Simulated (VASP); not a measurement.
# Bi (R-3m) in VASP: a series of runs, part 2 of 2

VASP 6.6.1.

## Step 3: Single point, r2SCAN

This run uses another cell than the first one, of 30.22 Å³/atom.

Contents of POSCAR:

```
Bi
1.0
    2.1893603181      1.2640277690      3.6401398722
   -2.1893603181      1.2640277690      3.6401398722
    0.0000000000     -2.5280555380      3.6401398722
Bi
2
Direct
    0.7589596165      0.7589596165      0.7589596165
    0.2410403835      0.2410403835      0.2410403835
```

Contents of INCAR.step1:

```
SYSTEM = Bi
PREC = Accurate ; ENCUT = 520
ISMEAR = -1 ; SIGMA = 0.05
LREAL = .False. ; LASPH = .True.
NELM = 100 ; NBANDS = 22
GGA = PE ; ALGO = Normal
EDIFF = 1E-4 ; LWAVE = .True.
LCHARG = .False.
```

Contents of INCAR.step2:

```
SYSTEM = Bi
PREC = Accurate ; ENCUT = 520
EDIFF = 1E-7 ; ISMEAR = -1
SIGMA = 0.05 ; LREAL = .False.
LASPH = .True. ; NELM = 100
ALGO = Normal ; ISIF = 2
LWAVE = .False. ; LCHARG = .False.
METAGGA = R2SCAN ; LMIXTAU = .True.
NBANDS = 22 ; ISTART = 1
```

Contents of KPOINTS:

```
regular mesh
0
Gamma
  7 7 7
  0 0 0
```

Potentials or basis: VASP PAW PBE potentials, release 64 (Bi_d).

Started as:

```console
cat potpaw_PBE.64/Bi_d/POTCAR > POTCAR
cp INCAR.step1 INCAR
mpirun -np 1 vasp_std > vasp.out
cp INCAR.step2 INCAR
mpirun -np 1 vasp_std > vasp.out
```

OUTCAR:

```text
SYSTEM = Bi
   PREC = Accurate
   ENCUT = 520
   EDIFF = 1E-7
   ISMEAR = -1
   LREAL = .False.
   LASPH = .True.
   NELM = 100
   ISIF = 2
   METAGGA = R2SCAN
   ISTART = 1

 ion  position               nearest neighbor table
   1  0.759  0.759  0.759-   2 3.00   2 3.00   2 3.00   2 3.23   2 3.23   2 3.23
   2  0.241  0.241  0.241-   1 3.00   1 3.00   1 3.00   1 3.23   1 3.23   1 3.23

  LATTYP: Found a trigonal (rhomboedric) cell.
 ALAT       =     4.4318938494
 COS(alpha) =     0.5119258793

[... 788 lines left out ...]

------------------------ aborting loop because EDIFF is reached ----------------------------------------

  FORCE on cell =-STRESS in cart. coord.  units (eV):
  Direction    XX          YY          ZZ          XY          YZ          ZX
  --------------------------------------------------------------------------------------
  -------------------------------------------------------------------------------------
  Total        3.7513594      3.7513594      3.7497092      0.0000000     -0.0000000      0.0000000
  in kB       99.4388465     99.4388465     99.3951028      0.0000000     -0.0000000      0.0000000
  external PRESSURE =      99.4242653 kB  Pullay stress =       0.0000000 kB

 VOLUME and BASIS-vectors are now :
 -----------------------------------------------------------------------------
  energy-cutoff  :      520.00
  volume of cell :       60.44
      direct lattice vectors                 reciprocal lattice vectors
     2.189360318  1.264027769  3.640139872     0.228377209  0.131853643  0.091571573
    -2.189360318  1.264027769  3.640139872    -0.228377209  0.131853643  0.091571573
     0.000000000 -2.528055538  3.640139872     0.000000000 -0.263707287  0.091571573

 POSITION                                       TOTAL-FORCE (eV/Angst)
 -----------------------------------------------------------------------------------
      0.00000      0.00000      8.28816         0.000000      0.000000     -0.005419
      0.00000      0.00000      2.63226         0.000000      0.000000      0.005419
 -----------------------------------------------------------------------------------
    total drift:                               -0.000000     -0.000000      0.000000

  FREE ENERGIE OF THE ION-ELECTRON SYSTEM (eV)
  ---------------------------------------------------
  free  energy   TOTEN  =      -116.7130381623 eV

  energy  without entropy=     -116.7125512589  energy(sigma->0) =     -116.71279471
```

OSZICAR.step1:

```text
N       E                     dE             d eps       ncg     rms          rms(c)
DAV:   1     0.313461304032E+03    0.31346E+03   -0.16240E+04  1942   0.173E+03
DAV:   2     0.194120906206E+02   -0.29405E+03   -0.28697E+03  1960   0.456E+02
DAV:   3    -0.656045673830E+01   -0.25973E+02   -0.25677E+02  2320   0.146E+02
DAV:   4    -0.742290935912E+01   -0.86245E+00   -0.86203E+00  2374   0.289E+01
DAV:   5    -0.746455271449E+01   -0.41643E-01   -0.41642E-01  2862   0.567E+00    0.108E+00
DAV:   6    -0.745778415513E+01    0.67686E-02   -0.15394E-02  2552   0.136E+00    0.632E-01
DAV:   7    -0.745532712672E+01    0.24570E-02   -0.98380E-03  2698   0.117E+00    0.112E-01
DAV:   8    -0.745549471915E+01   -0.16759E-03   -0.11628E-03  2294   0.375E-01    0.176E-02
DAV:   9    -0.745549922857E+01   -0.45094E-05   -0.34417E-05  1490   0.612E-02
   1 F= -.74554992E+01 E0= -.74547032E+01  d E =-.159204E-02
```

Run time: 99 s. Hardware: 1 thread of Intel Xeon 6975P-C (Granite Rapids), shared host; peak memory 0.23 GiB.

Results:

```yaml
Free_energy: -116.7130 eV
Pressure: 9.9 GPa
Largest_force: 0.005 eV/Å
```

Forces in eV/Å, atoms in the order of the input:
```
Bi   0.000  0.000 -0.005
Bi   0.000  0.000  0.005
```

Levels at points of the mesh, in eV from the Fermi level:
```csv
k point,band 13,band 14,band 15,band 16,band 17,band 18
"(0.00, 0.00, 0.00)",-1.89,-1.79,-1.79,3.29,3.49,3.49
```

Caveat: the cell stands under pressure; the PAW data sets were made with another functional, which shifts forces and pressure a little; spin-orbit coupling is left out, which moves the levels of the heavy elements.

## Step 4: Single point, r2SCAN

This run uses another cell than the first one, of 32.39 Å³/atom.

Contents of POSCAR:

```
Bi
1.0
    2.2274048263      1.2859927761      3.7696413757
   -2.2274048263      1.2859927761      3.7696413757
    0.0000000000     -2.5719855521      3.7696413757
Bi
2
Direct
    0.7620260810      0.7620260810      0.7620260810
    0.2379739190      0.2379739190      0.2379739190
```

Contents of INCAR.step1:

```
  PREC = Accurate
  ENCUT = 520
  ISMEAR = -1
  SIGMA = 0.05
  LREAL = False
  LASPH = True
  NELM = 60
  NBANDS = 22
  GGA = PE
  ALGO = Normal
  EDIFF = 1E-4
  LWAVE = True
  LCHARG = False
```

Contents of INCAR.step2:

```
  PREC = Accurate
  ENCUT = 520
  EDIFF = 1E-7
  ISMEAR = -1
  SIGMA = 0.05
  LREAL = False
  LASPH = True
  NELM = 60
  ALGO = Normal
  ISIF = 2
  LWAVE = False
  LCHARG = True
  METAGGA = R2SCAN
  LMIXTAU = True
  LELF = True
  LVHAR = True
  NBANDS = 22
  ISTART = 1
```

Contents of KPOINTS:

```
regular mesh
0
Gamma
  7 7 7
```

Started as:

```console
cat potpaw_PBE.64/Bi_d/POTCAR > POTCAR
cp INCAR.step1 INCAR
mpirun -np 1 vasp_std > vasp.out
cp INCAR.step2 INCAR
mpirun -np 1 vasp_std > vasp.out
```

It took 1.7 min on 1 thread of Intel Xeon 6975P-C (Granite Rapids), shared host; peak memory 0.23 GiB.

It converged, with:

```
Free energy   : -116.9121 eV
Pressure      : 4.9 GPa
Largest force : 0.006 eV/Å
```

Forces in eV/Å, atoms in the order of the input:
```
Bi   0.000  0.000 -0.006
Bi   0.000  0.000  0.006
```

Levels at points of the mesh, in eV from the Fermi level:
```tsv
k point	band 12	band 13	band 14	band 15	band 16	band 17	band 18	band 19
(0.00, 0.00, 0.00)	-7.26	-1.73	-1.55	-1.55	3.04	3.35	3.35	5.97
```

Caveat: the cell stands under pressure; the PAW data sets were made with another functional, which shifts forces and pressure a little; spin-orbit coupling is left out, which moves the levels of the heavy elements.

## Step 5: Single point, r2SCAN

This run uses another cell than the first one, of 34.37 Å³/atom.

Contents of POSCAR:

```
Bi
1.0
    2.2538579491      1.3012654936      3.9062843467
   -2.2538579491      1.3012654936      3.9062843467
    0.0000000000     -2.6025309873      3.9062843467
Bi
2
Direct
    0.7648489353      0.7648489353      0.7648489353
    0.2351510647      0.2351510647      0.2351510647
```

Contents of INCAR.step1:

```
ALGO = Normal
EDIFF = 1E-4
ENCUT = 520
GGA = PE
ISMEAR = -1
LASPH = T
LCHARG = F
LREAL = F
LWAVE = T
NBANDS = 22
NELM = 100
PREC = Accurate
SIGMA = 0.05
```

Contents of INCAR.step2:

```
ALGO = Normal
EDIFF = 1E-6
ENCUT = 520
ISIF = 2
ISMEAR = -1
ISTART = 1
LASPH = T
LCHARG = F
LMIXTAU = T
LREAL = F
LWAVE = F
METAGGA = R2SCAN
NBANDS = 22
NELM = 100
PREC = Accurate
SIGMA = 0.05
```

Contents of KPOINTS:

```
k-points
0
Gamma
  7 7 7
```

Started as:

```console
cat potpaw_PBE.64/Bi_d/POTCAR > POTCAR
cp INCAR.step1 INCAR
mpirun -np 1 vasp_std > vasp.out
cp INCAR.step2 INCAR
mpirun -np 1 vasp_std > vasp.out
```

It took 92 s on 1 thread of Intel Xeon 6975P-C (Granite Rapids), shared host; peak memory 0.24 GiB.

Results (log left out):

```yaml
Free_energy: -116.9962 eV
Pressure: 1.9 GPa
```

Levels at points of the mesh, in eV from the Fermi level:
```csv
k point,band 13,band 14,band 15,band 16,band 17,band 18
"(0.00, 0.00, 0.00)",-1.69,-1.40,-1.40,2.73,3.16,3.16
```

Caveat: the PAW data sets were made with another functional, which shifts forces and pressure a little; spin-orbit coupling is left out, which moves the levels of the heavy elements.

## Step 6: Summary

| cell | pressure (GPa) | largest force (eV/Å) |
| --- | --- | --- |
| a = 4.432 Å, angles 59.2°, 2 atoms, atomic positions A | 9.9 | 0.01 |
| a = 4.563 Å, angles 58.4°, 2 atoms, atomic positions B | 4.9 | 0.01 |
| a = 4.694 Å, angles 57.4°, 2 atoms, atomic positions C | 1.9 | - |

Alike in all rows: task single point; level r2SCAN; potentials or basis VASP PAW PBE potentials, release 64 (Bi_d); no spin polarisation; k mesh 7 × 7 × 7; cutoff (eV) 520; smearing fermi-dirac 0.05 eV.

Caveats: the PAW data sets were made with another functional, which shifts forces and pressure a little; spin-orbit coupling is left out, which moves the levels of the heavy elements; the cell stands under pressure (at least some runs).

Absolute energies hang on the potentials; compare differences alone.
